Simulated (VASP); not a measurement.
A run of VASP 6.6.1 is set up as follows.

INCAR

```
SYSTEM = BN
PREC = Accurate
ENCUT = 520
EDIFF = 1E-6
ISMEAR = 0
SIGMA = 0.01
LREAL = .FALSE.
LASPH = .TRUE.
NELM = 100
ALGO = Normal
ISIF = 2
LWAVE = .FALSE.
LCHARG = .FALSE.
GGA = PS
NBANDS = 16
```

The input KPOINTS:

```
regular mesh
0
G
  12 12 6
  0 0 0
```

File POSCAR:

```
BN
1.0
    2.5405666191      0.0000000000      0.0000000000
   -1.2702833096      2.2001952322      0.0000000000
    0.0000000000      0.0000000000      4.2026461249
B N
2 2
Direct
    0.3333333333      0.6666666667     -0.0473091881
    0.6666666667      0.3333333333      0.4526908119
    0.3333333333      0.6666666667      0.4213091881
    0.6666666667      0.3333333333      0.9213091881
```

Potentials or basis: VASP PAW PBE potentials, release 64 (B, N).

The run is started by

```console
$ cat potpaw_PBE.64/B/POTCAR potpaw_PBE.64/N/POTCAR > POTCAR
$ mpirun -np 1 vasp_std > vasp.out
```

Task: Estimate the largest force.

Result: 1.781 eV/Å.

Task: What does it give for the band gap on the k mesh?

Result: 3.32 eV, indirect (least direct gap 5.45 eV).

Forces in eV/Å, atoms in the order of the input:
```
B    0.000  0.000  1.781
B    0.000  0.000  1.781
N    0.000  0.000 -1.781
N    0.000  0.000 -1.781
```

Caveat: the PAW data sets were made with another functional, which shifts forces and pressure a little. A k mesh can miss the band edges.
